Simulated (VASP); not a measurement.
# I (I4/mmm) in VASP: a series of runs, part 2 of 2

VASP 6.6.1. The steps go on from the part before.

## (3) Single point, PBEsol

Contents of INCAR:

```
ALGO = Normal
EDIFF = 1E-6
ENCUT = 520
GGA = PS
ISIF = 2
ISMEAR = 0
LASPH = True
LCHARG = False
LREAL = False
LWAVE = False
NBANDS = 10
NELM = 60
PREC = Accurate
SIGMA = 0.02
```

Contents of KPOINTS:

```
k-points
0
Gamma
  11 11 11
```

Contents of POSCAR:

```
I
1.0
   -1.6174560000      1.6174560000      4.2648080000
    1.6174560000     -1.6174560000      4.2648080000
    1.6174560000      1.6174560000     -4.2648080000
I
1
Direct
    0.0000000000      0.0000000000      0.0000000000
```

Potentials or basis: VASP PAW PBE potentials, release 64 (I).

Started as:

```console
$ cat potpaw_PBE.64/I/POTCAR > POTCAR
$ mpirun -np 1 vasp_std > vasp.out
```

OUTCAR:

```text
EDIFF = 1E-6
   ENCUT = 520
   GGA = PS
   ISIF = 2
   ISMEAR = 0
   LASPH = True
   LREAL = False
   NELM = 60
   PREC = Accurate

 ion  position               nearest neighbor table
   1  0.000  0.000  0.000-

  LATTYP: Found a body centered tetragonal cell.
 ALAT       =     3.2349120000
 C/A-ratio  =     2.6367381864

  Lattice vectors:

 A1 = (  -1.6174560000,   1.6174560000,   4.2648080000)
 A2 = (   1.6174560000,  -1.6174560000,   4.2648080000)
 A3 = (   1.6174560000,   1.6174560000,  -4.2648080000)

Analysis of symmetry for initial positions (statically):
=====================================================================
 Subroutine PRICEL returns:
 Original cell was already a primitive cell.

 Routine SETGRP: Setting up the symmetry group for a
 body centered tetragonal supercell.

 Subroutine GETGRP returns: Found 16 space group operations
 (whereof 16 operations were pure point group operations)
 out of a pool of 16 trial point group operations.

The static configuration has the point symmetry D_4h.

Analysis of symmetry for dynamics (positions and initial velocities):
=====================================================================
 Subroutine PRICEL returns:
 Original cell was already a primitive cell.

 Routine SETGRP: Setting up the symmetry group for a
 body centered tetragonal supercell.

 Subroutine GETGRP returns: Found 16 space group operations
 (whereof 16 operations were pure point group operations)
 out of a pool of 16 trial point group operations.

The dynamic configuration has the point symmetry D_4h.

 Subroutine INISYM returns: Found 16 space group operations
 (whereof 16 operations are pure point group operations),
 and found     1 'primitive' translations

----------------------------------------------------------------------------------------

                                     Primitive cell

  volume of cell :      44.6297

  direct lattice vectors                    reciprocal lattice vectors
    -1.617456000  1.617456000  4.264808000     0.000000000  0.309127420  0.117238572
     1.617456000 -1.617456000  4.264808000     0.309127420  0.000000000  0.117238572
     1.617456000  1.617456000 -4.264808000     0.309127420  0.309127420  0.000000000

  length of vectors
     4.839515999  4.839515999  4.839515999     0.330612529  0.330612529  0.437172190

  position of ions in fractional coordinates (direct lattice)
     0.000000000  0.000000000  0.000000000

  ion indices of the primitive-cell ions
   primitive index   ion index
                 1           1

----------------------------------------------------------------------------------------

 KPOINTS: k-points

Automatic generation of k-mesh.
 Grid dimensions read from file:
 generate k-points for:   11   11   11

 Generating k-lattice:

  Cartesian coordinates                     Fractional coordinates (reciprocal lattice)
     0.000000000  0.028102493  0.010658052     0.090909091  0.000000000  0.000000000
     0.028102493  0.000000000  0.010658052     0.000000000  0.090909091  0.000000000
     0.028102493  0.028102493  0.000000000     0.000000000  0.000000000  0.090909091

  Length of vectors
     0.030055684  0.030055684  0.039742926

  Shift w.r.t. Gamma in fractional coordinates (k-lattice)
     0.000000000  0.000000000  0.000000000

 Subroutine IBZKPT returns following result:
 ===========================================

 Found    126 irreducible k-points:

 Following reciprocal coordinates:
            Coordinates               Weight
  0.000000  0.000000  0.000000      1.000000
  0.090909 -0.000000  0.000000      8.000000
  0.181818  0.000000  0.000000      8.000000
  0.272727  0.000000  0.000000      8.000000
  0.363636 -0.000000  0.000000      8.000000
  0.454545  0.000000  0.000000      8.000000
[... 16 lines left out ...]
 -0.272727  0.181818  0.000000     16.000000
 -0.181818  0.181818  0.000000      4.000000
 [... further k-points ...]
   k-points           NKPTS =    126   k-points in BZ     NKDIM =    126   number of bands    NBANDS=     10
   number of dos      NEDOS =    301   number of ions     NIONS =      1
   total plane-waves  NPLWV =  46656
   dimension x,y,z NGX =    36 NGY =   36 NGZ =   36
   dimension x,y,z NGXF=    72 NGYF=   72 NGZF=   72
   ions per type =               1
   NGX,Y,Z   is equivalent  to a cutoff of  12.37, 12.37, 12.37 a.u.
   NGXF,Y,Z  is equivalent  to a cutoff of  24.73, 24.73, 24.73 a.u.
 SYSTEM =  unknown system
   PREC   = accura    normal or accurate (medium, high low for compatibility)
   ISTART =      0    job   : 0-new  1-cont  2-samecut
   ICHARG =      2    charge: 1-file 2-atom 10-const
   ISPIN  =      1    spin polarized calculation?
   LNONCOLLINEAR =      F non collinear calculations
   LSORBIT =      F    spin-orbit coupling
   LASPH  =      T    aspherical Exc in radial PAW
   ENCUT  =  520.0 eV  38.22 Ry    6.18 a.u.   9.00  9.00  9.00*2*pi/ulx,y,z
   NELM   =     60;   NELMIN=  2; NELMDL= -5     # of ELM steps
   EDIFF  = 0.1E-05   stopping-criterion for ELM
   LREAL  =      F    real-space projection
   EDIFFG = 0.1E-04   stopping-criterion for IOM
   NSW    =      0    number of steps for IOM
   IBRION =     -1    ionic relax: 0-MD 1-quasi-New 2-CG
   NFREE  =      0    steps in history (QN), initial steepest desc. (CG)
   ISIF   =      2    stress and relaxation
   ISYM   =      2    0-nonsym 1-usesym 2-fastsym
   POTIM  = 0.5000    time-step for ionic-motion
   TEBEG  =    0.0;   TEEND  =   0.0 temperature during run
   PSTRESS=    0.0 pullay stress
   NELECT =       7.0000    total number of electrons
   NUPDOWN=      -1.0000    fix difference up-down
   EMIN   =  10.00;   EMAX   =-10.00  energy-range for DOS
   EFERMI =   0.00;   METHOD = LEGACY
   ISMEAR =     0;   SIGMA  =   0.02  broadening in eV -4-tet -1-fermi 0-gaus
   EFERMI_NEDOS =   21; number of points for ismear=-14 and -15
   IALGO  =     38    algorithm
   IMIX   =      4    mixing-type and parameters
     AMIX     =   0.40;   BMIX     =  1.00
     AMIX_MAG =   1.60;   BMIX_MAG =  1.00
  volume/ion in A,a.u.               =      44.63       301.18
  Fermi-wavevector in a.u.,A,eV,Ry     =   0.882875  1.668392 10.605317  0.779469
  Thomas-Fermi vector in A             =   2.003566
   LORBIT       =      0    0 simple, 1 ext, 2 COOP (PROOUT), +10 PAW based schemes
   GGA     = PS    functional components
   LHFCALC =     F    Hartree Fock is set to
   AEXX    =    0.0000 exact exchange contribution
   IVDW    =     0    specifies the selected vdW correction
   LEPSILON=     F    determine dielectric tensor
   LRPA    =     F    only Hartree local field effects (RPA)
 non-spin polarized calculation
 Gauss-broadening in eV      SIGMA  =   0.02
  energy-cutoff  :      520.00
  volume of cell :       44.63
 maximum number of plane-waves:      1224
   NGX = 17   NGY = 17   NGZ = 17

 number of electron       6.9999999 magnetization

 Free energy of the ion-electron system (eV)
  ---------------------------------------------------
  ext. energy  EPLUGINS =         0.00000000
  ---------------------------------------------------
  free energy    TOTEN  =        -1.65720878 eV

  energy without entropy =       -1.65689028  energy(sigma->0) =       -1.65704953

 E-fermi :   2.5876     XC(G=0):  -7.9356

 val. band max:        2.5833075153   @ k =  -0.0909  -0.1818   0.0909
 cond. band min:       2.5943915261   @ k =  -0.3636  -0.3636   0.2727
 fundamental gap:      0.0110840108
 Fermi energy:         2.5876483218

 k-point     1 :       0.0000    0.0000    0.0000
  band No.  band energies     occupation
      1     -11.2245      2.00000
      2       0.2474      2.00000
      3       3.3710      0.00000
      4       3.3710      0.00000
      5       6.6222      0.00000
      6       9.8584      0.00000
      7      10.4172      0.00000
      8      14.9283      0.00000
      9      15.0488      0.00000
     10      15.0488      0.00000

 k-point     2 :       0.0909   -0.0000    0.0000
  band No.  band energies     occupation
      1     -11.1412      2.00000
      2       0.2774      2.00000
      3       2.5964      0.53823
      4       3.4340      0.00000
      5       6.8450      0.00000
      6      10.1469      0.00000
      7      11.1488      0.00000
      8      13.0124      0.00000
      9      15.1694      0.00000
     10      15.5818      0.00000
[... 274 lines left out ...]
 k-point    24 :      -0.1818    0.1818    0.0000
  band No.  band energies     occupation
      1     -10.5986      2.00000
      2       0.7545      2.00000
      3       1.3257      2.00000
      4       1.3450      2.00000
      5       7.6273      0.00000
      6      11.3589      0.00000
      7      11.6206      0.00000
      8      12.8932      0.00000
      9      13.3505      0.00000
     10      15.0158      0.00000

 [... further k-points ...]
[... 5 lines left out ...]
  --------------------------------------------------------------------------------------
  -------------------------------------------------------------------------------------
  Total       -0.5132809     -0.5132809     -0.1573813      0.0000000      0.0000000      0.0000000
  in kB      -18.4264308    -18.4264308     -5.6498824      0.0000000      0.0000000      0.0000000
  external PRESSURE =     -14.1675814 kB  Pullay stress =       0.0000000 kB

 VOLUME and BASIS-vectors are now :
 -----------------------------------------------------------------------------
  energy-cutoff  :      520.00
  volume of cell :       44.63
      direct lattice vectors                 reciprocal lattice vectors
    -1.617456000  1.617456000  4.264808000     0.000000000  0.309127420  0.117238572
     1.617456000 -1.617456000  4.264808000     0.309127420  0.000000000  0.117238572
     1.617456000  1.617456000 -4.264808000     0.309127420  0.309127420  0.000000000

 POSITION                                       TOTAL-FORCE (eV/Angst)
 -----------------------------------------------------------------------------------
      0.00000      0.00000      0.00000        -0.000000     -0.000000     -0.000000
 -----------------------------------------------------------------------------------
    total drift:                               -0.000000      0.000000      0.000000

  FREE ENERGIE OF THE ION-ELECTRON SYSTEM (eV)
  ---------------------------------------------------
  free  energy   TOTEN  =        -1.6572087848 eV

  energy  without entropy=       -1.6568902754  energy(sigma->0) =       -1.65704953
```

OSZICAR:

```text
N       E                     dE             d eps       ncg     rms          rms(c)
DAV:   1     0.211697437951E+02    0.21170E+02   -0.23382E+03  2520   0.483E+02
DAV:   2    -0.609783269567E+00   -0.21780E+02   -0.21020E+02  3152   0.816E+01
DAV:   3    -0.167762704620E+01   -0.10678E+01   -0.10635E+01  3144   0.187E+01
DAV:   4    -0.168872539276E+01   -0.11098E-01   -0.11097E-01  3140   0.233E+00
DAV:   5    -0.168891562427E+01   -0.19023E-03   -0.19023E-03  3282   0.286E-01    0.522E+00
DAV:   6    -0.166639685812E+01    0.22519E-01   -0.17870E-02  2796   0.621E-01    0.322E+00
DAV:   7    -0.165727806589E+01    0.91188E-02   -0.36957E-02  2776   0.910E-01    0.120E-01
DAV:   8    -0.165720030191E+01    0.77764E-04   -0.15930E-03  2796   0.243E-01    0.261E-02
DAV:   9    -0.165720568046E+01   -0.53786E-05   -0.20870E-05  3252   0.338E-02    0.116E-02
DAV:  10    -0.165720814049E+01   -0.24600E-05   -0.43746E-06  2840   0.117E-02    0.289E-03
DAV:  11    -0.165720878483E+01   -0.64434E-06   -0.58438E-07  2864   0.437E-03
   1 F= -.16572088E+01 E0= -.16570495E+01  d E =-.318509E-03
```

stdout:

```text
POSCAR found type information on POSCAR I
 POSCAR found :  1 types and       1 ions
 scaLAPACK will be used
 -----------------------------------------------------------------------------
|                                                                             |
|                                                                             |
|     You enforced a specific xc type in the INCAR file but a different       |
|     I HOPE YOU KNOW WHAT YOU ARE DOING!                                     |
|                                                                             |
 -----------------------------------------------------------------------------

 LDA part: xc-table for (Slater+PW92), standard interpolation
 POSCAR, INCAR and KPOINTS ok, starting setup
 FFT: planning ... GRIDC
 FFT: planning ... GRID_SOFT
 FFT: planning ... GRID
 WAVECAR not read
 entering main loop
```

Run time: 38 s. Hardware: 1 thread of Intel Xeon Platinum 8375C at 2.90GHz (Ice Lake), shared host; peak memory 0.23 GiB.

What came out:

- Free energy: -1.6572 eV
- Pressure: -1.4 GPa
- Band gap on the k mesh: zero (an odd number of electrons rules out a gap without spin polarisation)

Caveat: the PAW data sets were made with another functional, which shifts forces and pressure a little; spin-orbit coupling is left out, which moves the levels of the heavy elements; an odd number of electrons without spin polarisation forces a metal; a magnetic or distorted state may lie lower.

## (4) Single point, BLYP, non-collinear spin, zero start, spin-orbit coupling

Contents of INCAR:

```
PREC = Accurate
ENCUT = 520
EDIFF = 1E-6
ISMEAR = -1
SIGMA = 0.05
LREAL = False
LASPH = True
NELM = 150
ALGO = Normal
ISIF = 2
LWAVE = False
LCHARG = False
LNONCOLLINEAR = True
MAGMOM = 0 0 0
LORBIT = 11
LSORBIT = True
GGA_COMPAT = False
LORBMOM = True
GGA = B5
ALDAX = 1.0
AGGAX = 1.0
AGGAC = 1.0
ALDAC = 0.0
NBANDS = 18
```

Contents of KPOINTS:

```
regular mesh
0
Gamma
  8 8 8
```

POSCAR is that of step 3.

Started as:

```console
$ cat potpaw_PBE.64/I/POTCAR > POTCAR
$ mpirun -np 1 vasp_ncl > vasp.out
```

Run time: 2.1 min. Hardware: 1 thread of Intel Xeon Platinum 8375C at 2.90GHz (Ice Lake), shared host; peak memory 0.38 GiB.

The run converged. Its results:

| Quantity | Value |
| --- | --- |
| Free energy | -1.1765 eV |
| Pressure | 2.8 GPa |
| Net moment | 0.00 μB per cell |
| Valence electrons inside the program's atomic spheres | I 4.22 |

Stress tensor (GPa, compression positive):
```
3.70 0.00 0.00
0.00 3.70 0.00
0.00 0.00 0.87
```

Moments on the atoms (μB; x, y, z):
```
I   0.00 0.00 0.00
```

Caveat: the PAW data sets were made with another functional, which shifts forces and pressure a little.

## (5) Single point, PBE-based screened hybrid with 25 % exact exchange

POSCAR is that of step 4.

Contents of INCAR.step1:

```
SYSTEM = I
PREC = Accurate ; ENCUT = 520
EDIFF = 1E-5 ; ISMEAR = -1
SIGMA = 0.05 ; LREAL = .False.
LASPH = .True. ; NELM = 80
ALGO = Normal ; ISIF = 2
LWAVE = .True. ; NBANDS = 10
GGA = PE
```

Contents of INCAR.step2:

```
SYSTEM = I
PREC = Accurate ; ENCUT = 520
EDIFF = 1E-6 ; ISMEAR = -1
SIGMA = 0.05 ; LREAL = .False.
LASPH = .True. ; NELM = 80
ALGO = Normal ; ISIF = 2
LWAVE = .False. ; LCHARG = .True.
GGA = PE ; LHFCALC = .True.
AEXX = 0.25 ; HFSCREEN = 0.1
PRECFOCK = Normal ; LELF = .True.
LVHAR = .True. ; NBANDS = 10
ISTART = 1
```

Contents of KPOINTS:

```
Automatic mesh
0
Gamma
  6 6 6
  0 0 0
```

Started as:

```console
$ cat potpaw_PBE.64/I/POTCAR > POTCAR
$ cp INCAR.step1 INCAR
$ mpirun -np 1 vasp_std > vasp.out
$ cp INCAR.step2 INCAR
$ mpirun -np 1 vasp_std > vasp.out
```

It took 23 min on 1 thread of Intel Xeon Platinum 8488C (Sapphire Rapids), shared host; peak memory 0.31 GiB.

Results (log left out):

| Quantity | Value |
| --- | --- |
| Free energy | -1.8457 eV |
| Pressure | -1.1 GPa |
| Band gap on the k mesh | zero (an odd number of electrons rules out a gap without spin polarisation) |

Stress tensor (GPa, compression positive):
```
-1.57  0.00  0.00
 0.00 -1.57  0.00
 0.00  0.00 -0.03
```

Levels at points of the mesh, in eV from the Fermi level:
| k point | band 1 | band 2 | band 3 | band 4 | band 5 | band 6 | band 7 |
| --- | --- | --- | --- | --- | --- | --- | --- |
| (0.00, 0.00, 0.00) | -15.03 | -2.67 | 1.53 | 1.53 | 5.34 | 8.59 | 9.23 |
| (0.50, 0.00, 0.00) | -13.49 | -5.59 | -2.03 | 2.71 | 6.03 | 10.76 | 11.18 |
| (0.50, 0.50, 0.00) | -12.00 | -4.28 | -4.11 | -0.79 | 5.13 | 7.72 | 10.61 |
| (0.50, 0.50, 0.50) | -14.89 | -4.17 | 1.40 | 1.40 | 8.26 | 8.65 | 10.58 |

Caveat: the PAW data sets were made with another functional, which shifts forces and pressure a little; spin-orbit coupling is left out, which moves the levels of the heavy elements; an odd number of electrons without spin polarisation forces a metal; a magnetic or distorted state may lie lower.

## (6) Overview

```tsv
level	spin	k mesh	smearing	grid for exact exchange (PRECFOCK)	share of exact exchange	screening parameter	gap on the mesh (eV)	pressure (GPa)
RPBE	off	11 × 11 × 11	gaussian 0.1 eV	-	-	-	none	1.3
PBEsol	off	11 × 11 × 11	gaussian 0.02 eV	-	-	-	none	-1.4
BLYP	non-collinear, zero start, SOC	8 × 8 × 8	fermi-dirac 0.05 eV	-	-	-	-	2.8
PBE-based screened hybrid with 25 % exact exchange	off	6 × 6 × 6	fermi-dirac 0.05 eV	Normal	0.25	0.1 1/Å	none	-1.1
```

Alike in all rows: task single point; potentials or basis VASP PAW PBE potentials, release 64 (I); cell as given; cutoff (eV) 520.

The pressure there spans -1.4 GPa (PBEsol) to 2.8 GPa (BLYP); a positive pressure means that this level wants a larger cell, a negative one a smaller.

Caveats: the PAW data sets were made with another functional, which shifts forces and pressure a little; spin-orbit coupling is left out, which moves the levels of the heavy elements (at least some runs); an odd number of electrons without spin polarisation forces a metal (at least some runs); a magnetic or distorted state may lie lower (at least some runs).

Total energies depend on the potentials used, so only differences within one code and one set of settings carry meaning.

The gap in the log of VASP goes by the Fermi energy; the results here count the filled bands.